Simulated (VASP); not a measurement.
**La: single point with PBE**

The system is La.

```xyz
1
Lattice="2.9831 0.0000 0.0000 0.0000 2.9831 0.0000 0.0000 0.0000 2.9831" Properties=species:S:1:pos:R:3 pbc="T T T"
La    0.0000    0.0000    0.0000
```

- Program: VASP 6.6.1
- Task: single point
- Functional: PBE
- Potentials or basis: VASP PAW PBE potentials, release 64 (La)
- Cutoff: 520 eV
- k mesh: 7 × 7 × 7
- Occupations: fermi-dirac, width 0.05 eV
- Spin: no spin polarisation

```json
{"Pressure": "15.2 GPa"}
```

Levels at points of the mesh, in eV from the Fermi level:
```csv
k point,band 2,band 3,band 4,band 5,band 6,band 7,band 8,band 9
"(0.00, 0.00, 0.00)",-14.63,-14.63,-14.63,-2.17,-1.70,-1.70,2.62,2.62
```

It used 8.3 s of CPU time on 1 thread of AMD EPYC 7R13 Processor (Zen 3) (shared host).

Caveat: spin-orbit coupling is left out, which moves the levels of the heavy elements.
